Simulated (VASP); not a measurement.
Tm2GeF2:

```
CELL_PARAMETERS angstrom
4.09885 -0.00806 -0.01408
-0.25611 6.33538 0.01131
-0.19254 -0.13727 7.22935
ATOMIC_POSITIONS crystal
Tm 0.70305 0.76680 0.05699
Tm 0.26153 0.74492 0.59373
Tm 0.32352 0.23931 0.94426
Tm 0.74516 0.25687 0.40417
Ge 0.76167 0.03316 0.74901
Ge 0.20692 0.95843 0.26305
F 0.29599 0.57173 0.85637
F 0.76870 0.58835 0.55036
F 0.70303 0.43442 0.13920
F 0.23042 0.40601 0.44286
```

```yaml
Program: VASP 6.6.1
Task: relaxation of cell and atoms
Functional: PBE
Potentials_or_basis: VASP PAW PBE potentials, release 64 (Tm_3, Ge_d, F), 4f in core
Cutoff: 600 eV
k_mesh: 4 × 2 × 2
Occupations: gaussian, width 0.1 eV
Spin: no spin polarisation
```

At the start: pressure 2.2 GPa; volume 18.77 Å³/atom.

Q: How do energy, volume and symmetry change on relaxing?

A: Over 12 steps the energy falls by 33.0 meV/atom and the volume is 19.12 Å³/atom (+1.9 %); space group P1 (No. 1, to 0.1 Å) before, P-1 (No. 2, to 0.1 Å).

The path:
```
step  energy change (eV)  largest force (eV/Å)  pressure (GPa)  volume (Å³)
   1              0.0000                1.1725            2.15       187.70
   2             -0.2505                0.5581           -1.39       194.61
   3             -0.2521                0.5133           -1.64       195.21
   4             -0.3122                0.2652            0.15       191.06
   5             -0.3128                0.2880            0.35       190.63
   6             -0.3235                0.1036            0.10       191.19
   7             -0.3241                0.1121            0.05       191.35
   8             -0.3271                0.0708           -0.11       191.64
   9             -0.3283                0.0682           -0.24       191.95
  10             -0.3298                0.0459            0.13       191.07
  11             -0.3298                0.0459            0.15       191.05
  12             -0.3305                0.0248            0.05       191.23
```

Final structure:
```yaml
crystal:
  lattice:
    - [4.09399, -0.00567, -0.00017]
    - [-0.25214, 6.38746, -0.00490]
    - [-0.16747, -0.15577, 7.31337]
  atoms:
    - { symbol: Tm, position: [0.70058, 0.77138, 0.05767] }
    - { symbol: Tm, position: [0.26078, 0.74516, 0.58535] }
    - { symbol: Tm, position: [0.29978, 0.22854, 0.94295] }
    - { symbol: Tm, position: [0.73984, 0.25450, 0.41487] }
    - { symbol: Ge, position: [0.77304, 0.03225, 0.74874] }
    - { symbol: Ge, position: [0.22694, 0.96761, 0.25202] }
    - { symbol: F, position: [0.30623, 0.56606, 0.86257] }
    - { symbol: F, position: [0.75508, 0.58820, 0.55231] }
    - { symbol: F, position: [0.69316, 0.43391, 0.13707] }
    - { symbol: F, position: [0.24456, 0.41238, 0.44645] }
```

Caveat: the k points lie up to 0.49 Å⁻¹ apart in the final cell.
